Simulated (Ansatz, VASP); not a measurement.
One calculation of Ni, two programs

File INCAR:

```
  ALGO = Normal
  EDIFF = 1E-8
  ENCUT = 520
  GGA = PE
  ISIF = 2
  ISMEAR = -1
  ISPIN = 2
  LASPH = T
  LCHARG = F
  LEFG = T
  LMAXMIX = 4
  LORBIT = 11
  LREAL = F
  LWAVE = F
  MAGMOM = 1.5
  NBANDS = 15
  NELM = 150
  PREC = Accurate
  SIGMA = 0.05
```

File KPOINTS:

```
k-points
0
Gamma
  20 20 20
```

File POSCAR:

```
Ni
1.0
    0.0000000000      1.7912151680      1.7912151680
    1.7912151680      0.0000000000      1.7912151680
    1.7912151680      1.7912151680      0.0000000000
Ni
1
Direct
    0.0000000000      0.0000000000      0.0000000000
```

Input for Ansatz:

```yaml
crystal:
  lattice:
    - [0.0, 1.791215168, 1.791215168]
    - [1.791215168, 0.0, 1.791215168]
    - [1.791215168, 1.791215168, 0.0]
  atoms:
    - { symbol: Ni, position: [0.0, 0.0, 0.0], spin: 1.5 }
magnetization:
  spin_polarized: true
kpoints:
  mp_grid: { grid: [20, 20, 20] }
scf:
  occupations: { method: fermi_dirac, width: 0.05 }
hamiltonian:
  xc: pbe
  pseudopotentials: { kind: all_electron, datasets: crystal }
output:
  forces: true
  stress: true
  eigenvalues: true
  efg: { contact_densities: true }
```

Change from the starting cell: volume scaled by 1.04, crystal datasets.

Alike in both runs: task electric field gradients; functional PBE; k mesh 20 × 20 × 20; occupations fermi-dirac, width 0.05 eV; collinear spin.

|  | VASP | Ansatz |
| --- | --- | --- |
| version | VASP 6.6.1 | Ansatz 0.2.0 |
| potentials or method | VASP PAW PBE potentials, release 64 (Ni), cutoff 520 eV | all-electron PAW with datasets made for the crystal, scalar-relativistic |

|  | VASP | Ansatz | Ansatz less VASP |
| --- | --- | --- | --- |
| pressure (GPa) | -9.3 | -9.4 | -0.14 |
| net moment per atom (μB) | 0.64 | 0.65 | +0.011 |
| size of the moment on the site where the two differ most (μB) | 0.65 | 0.69 | +0.035 |

Site moments also hang on the region over which each program counts them. Ansatz ran all-electron here, and VASP with PAW potentials. Ansatz's warnings: printed levels off.
